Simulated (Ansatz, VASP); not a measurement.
# One calculation of C, two programs

The input POSCAR:

```
C
1.0
    0.0000000000      1.8246452496      1.7801417069
    1.8246452496      0.0000000000      1.7801417069
    1.8246452496      1.8246452496      0.0000000000
C
2
Direct
    0.5000000000      0.5000000000      0.5000000000
    0.7500000000      0.7500000000      0.7500000000
```

Contents of INCAR.step1:

```
ALGO     = Normal         # electronic algorithm
EDIFF    = 1E-4           # SCF threshold, eV
ENCUT    = 520            # plane-wave cutoff, eV
GGA      = PE             # functional
ISMEAR   = 0              # smearing method
LASPH    = T              # aspherical terms in the spheres
LCHARG   = F              # write CHGCAR
LREAL    = F              # projectors in reciprocal space
LWAVE    = T              # write WAVECAR
NBANDS   = 11             # bands
NELM     = 80             # most SCF steps
PREC     = Accurate       # precision mode
SIGMA    = 0.05           # smearing width, eV
```

File INCAR.step2:

```
ALGO     = Normal         # electronic algorithm
EDIFF    = 1E-6           # SCF threshold, eV
ENCUT    = 520            # plane-wave cutoff, eV
ISIF     = 2              # what is computed and relaxed
ISMEAR   = 0              # smearing method
ISTART   = 1            
LASPH    = T              # aspherical terms in the spheres
LCHARG   = F              # write CHGCAR
LMIXTAU  = T            
LREAL    = F              # projectors in reciprocal space
LWAVE    = F              # write WAVECAR
METAGGA  = R2SCAN         # meta-GGA
NBANDS   = 11             # bands
NELM     = 80             # most SCF steps
PREC     = Accurate       # precision mode
SIGMA    = 0.05           # smearing width, eV
```

File KPOINTS:

```
k-points
0
Gamma
  12 12 12
```

Input for Ansatz:

```yaml
crystal:
  lattice:
    - [0.0, 1.8246452496, 1.7801417069]
    - [1.8246452496, 0.0, 1.7801417069]
    - [1.8246452496, 1.8246452496, 0.0]
  atoms:
    - { symbol: C, position: [0.5, 0.5, 0.5] }
    - { symbol: C, position: [0.75, 0.75, 0.75] }
basis:
  ecutwfc: 500
kpoints:
  mp_grid: { grid: [12, 12, 12] }
hamiltonian:
  xc: r2scan
scf:
  occupations: { method: gaussian, width: 0.05 }
output:
  forces: true
  stress: true
  eigenvalues: true
```

Change from the starting cell: strain +0.025 along x and y, +0.000 along z, atoms carried along.

Alike in both runs: task single point; functional r2SCAN; k mesh 12 × 12 × 12; occupations gaussian, width 0.05 eV; no spin polarisation.

```csv
,VASP,Ansatz
version,VASP 6.6.1,Ansatz 0.2.0
potentials or method,"VASP PAW PBE potentials, release 64 (C), cutoff 520 eV","scalar-relativistic, plane waves, PAW"
valence electrons in the cell,8,8
```

|  | VASP | Ansatz | Ansatz less VASP |
| --- | --- | --- | --- |
| gap on the k mesh at the Fermi level (eV) | 3.61 | 3.63 | +0.027 |
| least direct gap on the mesh (eV) | 5.26 | 5.30 | +0.041 |
| pressure (GPa) | -19.4 | -20.3 | -0.92 |
| traceless stress, the component that is largest in VASP (GPa) | 15.02 | 15.04 | +0.023 |

VASP's potentials were made for PBE, not for r2SCAN. The functional is the same, so the differences come from potentials, cutoffs and numerics.
